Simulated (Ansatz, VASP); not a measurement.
Two plane-wave programs on CdTe

```xyz
2
Lattice="0.0000 3.1400 3.0458 3.1400 0.0000 3.0458 3.1400 3.1400 0.0000" Properties=species:S:1:pos:R:3 pbc="T T T"
Cd    0.0000    0.0000    0.0000
Te    1.5700    1.5700    1.5229
```

Change from the starting cell: z stretched by -3 %, ions relaxed.

Alike in both runs: task relaxation of the atoms; functional PBE; k mesh 12 × 12 × 12; occupations fermi-dirac, width 0.02 eV; no spin polarisation.

|  | VASP | Ansatz |
| --- | --- | --- |
| version | VASP 6.6.1 | Ansatz 0.2.0 |
| potentials or method | VASP PAW PBE potentials, release 64 (Cd, Te) | plane-wave PAW, scalar-relativistic |
| plane-wave cutoff (eV) | 520 | 420 |
| valence electrons in the cell | 18 | 36 |

```tsv
	VASP	Ansatz	Ansatz less VASP
gap on the k mesh at the Fermi level, each at its own relaxed structure (eV)	1.09	1.09	-0.005
```

VASP's potentials hold 18 valence electrons a cell and Ansatz's 36, so a difference there can come from the potentials and not from the codes. Ansatz's warnings: stress scf threshold loose.

Neither program's run includes spin-orbit coupling. Noted on VASP's run: the relaxation stopped at its first step, so nothing moved.
